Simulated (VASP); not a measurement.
Wanted: the native input for a VASP 6.6.1 run.

```
Task                   : relaxation of shape and atoms at fixed volume
Functional             : PBEsol
Potentials or basis    : VASP PAW PBE potentials, release 64 (Mg, B)
Cutoff                 : 600 eV
k mesh                 : 15 × 15 × 12
Occupations            : fermi-dirac, width 0.15 eV
Spin                   : no spin polarisation
Dipole correction      : no
Further INCAR settings : ALGO = Normal; EDIFF = 1e-06; IBRION = 2; EDIFFG = -0.001; NSW = 80; ISIF = 4
```

The structure of MgB2 lies in POSCAR:

```
MgB2
1.0
    3.0845090231      0.0000000000      0.0000000000
   -1.5422545116      2.6712631722      0.0000000000
    0.0000000000      0.0000000000      3.5216609405
Mg B
1 2
Direct
    0.0000000000      0.0000000000      0.0000000000
    0.3333333333      0.6666666667      0.5000000000
    0.6666666667      0.3333333333      0.5000000000
```

These files were run (other wordings do the same):

INCAR

```
SYSTEM = MgB2
PREC = Accurate
ENCUT = 600
EDIFF = 1E-6
ISMEAR = -1
SIGMA = 0.15
LREAL = .FALSE.
LASPH = .TRUE.
NELM = 100
ALGO = Normal
ISIF = 4
LWAVE = .FALSE.
LCHARG = .FALSE.
GGA = PS
IBRION = 2
NSW = 80
EDIFFG = -0.001
```

KPOINTS

```
regular mesh
0
G
  15 15 12
  0 0 0
```

Potentials or basis: VASP PAW PBE potentials, release 64 (Mg, B).

Run with:

```bash
$ cat potpaw_PBE.64/Mg/POTCAR potpaw_PBE.64/B/POTCAR > POTCAR
$ mpirun -np 1 vasp_std > vasp.out
```

It gave:

- Energy gained by relaxing: 0.1 meV/atom
- Ionic steps: 3
- Pressure after relaxing: -2.9 GPa
- Band gap on the k mesh: zero (bands 4 and 5 overlap by 3.80 eV)

Caveat: the PAW data sets were made with another functional, which shifts forces and pressure a little.

Run time: 78 s on 1 thread of Intel Xeon 8259CL, with other jobs on the host, peak memory 0.21 GiB.
